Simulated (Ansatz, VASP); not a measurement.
## Two plane-wave programs on AlN

```
Al N
1.0
     3.32120    0.00000    0.00000
    -1.66060    2.87624    0.00000
     0.00000    0.00000    4.09860
Al N
2 2
Cartesian
  0.0000 1.9175 3.0739
  1.6606 0.9587 1.0247
  0.0000 1.9175 1.0247
  1.6606 0.9587 3.0739
```

Alike in both runs: task single point; functional PBEsol; k mesh 9 × 9 × 6; occupations gaussian, width 0.05 eV; no spin polarisation.

```csv
,VASP,Ansatz
version,VASP 6.6.1,Ansatz 0.2.0
potentials or method,"VASP PAW PBE potentials, release 64 (Al, N), cutoff 520 eV","scalar-relativistic, plane waves, PAW"
valence electrons in the cell,16,16
```

Ansatz gave:

```
gap on the k mesh at the Fermi level (eV)                     : 3.36
least direct gap on the mesh (eV)                             : 3.36
pressure (GPa)                                                : -0.7
traceless stress, the component that is largest in VASP (GPa) : 2.25
```

Question: What did VASP give for the same quantities?

Answer: gap on the k mesh at the Fermi level (eV): 3.37; least direct gap on the mesh (eV): 3.37; pressure (GPa): -0.7; traceless stress, the component that is largest in VASP (GPa): 2.27.

VASP's potentials were made for PBE, not for PBEsol, and Ansatz warns of the same on its side. With one functional, cell and mesh, what is left measures potentials, basis and numerics.
